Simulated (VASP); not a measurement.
Here is a VASP 6.6.1 calculation.

File INCAR:

```
SYSTEM = Au
  PREC = Accurate
  ENCUT = 520
  EDIFF = 1E-6
  ISMEAR = 0
  SIGMA = 0.15
  LREAL = .FALSE.
  LASPH = .TRUE.
  NELM = 100
  ALGO = Normal
  ISIF = 2
  LWAVE = .FALSE.
  LCHARG = .FALSE.
  GGA = PE
  NBANDS = 12
```

The input KPOINTS:

```
regular mesh
0
G
  20 20 20
  0 0 0
```

POSCAR

```
Au
1.0
    0.0000000000      1.9432250000      2.0455000000
    1.9432250000      0.0000000000      2.0455000000
    1.9432250000      1.9432250000      0.0000000000
Au
1
Direct
    0.0000000000      0.0000000000      0.0000000000
```

Potentials or basis: VASP PAW PBE potentials, release 64 (Au).

Launch:

```console
$ cat potpaw_PBE.64/Au/POTCAR > POTCAR
$ mpirun -np 1 vasp_std > vasp.out
```

Q: What does it give for the pressure?

A: 32.6 GPa.

Stress tensor (GPa, compression positive):
```
33.61  0.00  0.00
 0.00 33.61  0.00
 0.00  0.00 30.59
```

Caveat: the cell differs from its parent crystal (strain -0.050 along x and y, +0.000 along z).
